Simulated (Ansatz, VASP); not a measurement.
GaBi2O3 in VASP and in Ansatz

```
CELL_PARAMETERS angstrom
3.18171 0.00000 0.00000
0.00000 3.18171 0.00000
0.00000 0.00000 10.97779
ATOMIC_POSITIONS crystal
Ga 0.00000 0.00000 0.00000
Bi 0.00000 0.00000 0.68972
Bi 0.00000 0.00000 0.31028
O 0.00000 0.50000 0.90461
O 0.50000 0.00000 0.09539
O 0.00000 0.00000 0.50000
```

Alike in both runs: functional PBE; k mesh 10 × 10 × 4; occupations gaussian, width 0.1 eV; no spin polarisation.

Ansatz relaxed the structure, and its values are those at the end. VASP's run is a single point on that final structure, the one shown.

|  | VASP | Ansatz |
| --- | --- | --- |
| version | VASP 6.6.1 | Ansatz 0.2.0 |
| potentials or method | VASP PAW PBE potentials, release 64 (Ga_d, Bi_d, O), cutoff 520 eV | scalar-relativistic, plane waves, PAW |
| valence electrons in the cell | 61 | 61 |

VASP gave:

| Property | Result |
| --- | --- |
| gap on the k mesh at the Fermi level (eV) | none |
| pressure (GPa) | 0.2 |
| rms of the force components (eV/Å) | 0.023 |

Problem. What did Ansatz give for the same quantities?

Solution. gap on the k mesh at the Fermi level (eV): none; pressure (GPa): 0.0; rms of the force components (eV/Å): 0.001.

A gap of «none» marks a metal or a gap that the smearing closes.

Neither program's run includes spin-orbit coupling.
